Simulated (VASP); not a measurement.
Input of a VASP 6.6.1 run:

The input INCAR:

```
  PREC = Accurate
  ENCUT = 520
  EDIFF = 1E-6
  ISMEAR = 0
  SIGMA = 0.05
  LREAL = F
  LASPH = T
  NELM = 100
  ALGO = Normal
  ISIF = 2
  LWAVE = F
  LCHARG = T
  GGA = PS
  LELF = T
  LVHAR = T
  NBANDS = 23
```

KPOINTS

```
regular mesh
0
Gamma
  10 10 6
```

The input POSCAR:

```
IrS
1.0
    3.5439944865      0.0000000000      0.0000000000
   -1.7719972432      3.0691892562      0.0000000000
    0.0000000000      0.0000000000      5.4419298008
Ir S
2 2
Direct
    0.0000000000      0.0000000000      0.0000000000
    0.0000000000      0.0000000000      0.5000000000
    0.3333333333      0.6666666667      0.2500000000
    0.6666666667      0.3333333333      0.7500000000
```

Potentials or basis: VASP PAW PBE potentials, release 64 (Ir, S).

Run with:

```sh
$ cat potpaw_PBE.64/Ir/POTCAR potpaw_PBE.64/S/POTCAR > POTCAR
$ mpirun -np 1 vasp_std > vasp.out
```

**Question.** Predict the pressure.

**Answer.** 1.1 GPa.

**Question.** What does it give for the band gap on the k mesh?

**Answer.** Zero (band 15 reaches 10.62 eV, above the bottom of band 16 at 8.96 eV).

Caveat: the PAW data sets were made with another functional, which shifts forces and pressure a little; spin-orbit coupling is left out, which moves the levels of the heavy elements.
